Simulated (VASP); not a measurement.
Runs of VASP 6.6.1 on GaN. The structure is that of space group P6_3mc (No. 186), or close to it. The cells are those of the table. 

```tsv
cell	gap on the mesh (eV)	pressure (GPa)	largest force (eV/Å)
a = 3.150, b = 3.150, c = 10.272 Å, angles 90.0, 90.0, 120.0°, 8 atoms	2.46	7.6	0.01
a = 3.213, b = 3.213, c = 10.480 Å, angles 90.0, 90.0, 120.0°, 8 atoms	2.05	-4.4	0.01
a = 3.244, b = 3.244, c = 10.581 Å, angles 90.0, 90.0, 120.0°, 8 atoms	1.85	-9.2	0.01
a = 3.182, b = 3.182, c = 10.377 Å, angles 90.0, 90.0, 120.0°, 8 atoms	(c)	(b)	0.01
a = 3.117, b = 3.117, c = 10.165 Å, angles 90.0, 90.0, 120.0°, 8 atoms	(a)	15.2	0.02
```

Alike in all rows: task single point; level r2SCAN; potentials or basis VASP PAW PBE potentials, release 64 (Ga_d, N); no spin polarisation; k mesh 9 × 9 × 2; cutoff (eV) 520; smearing gaussian 0.01 eV.

Problem. Estimate the missing entries.

Solution. (a) 2.67; (b) 1.1; (c) 2.25.

Caveats: the PAW data sets were made with another functional, which shifts forces and pressure a little; the cell stands under pressure (at least some runs); the cell stands under tension (at least some runs).

A k mesh can miss the band edges, and the runs leave out spin-orbit coupling on Ga.
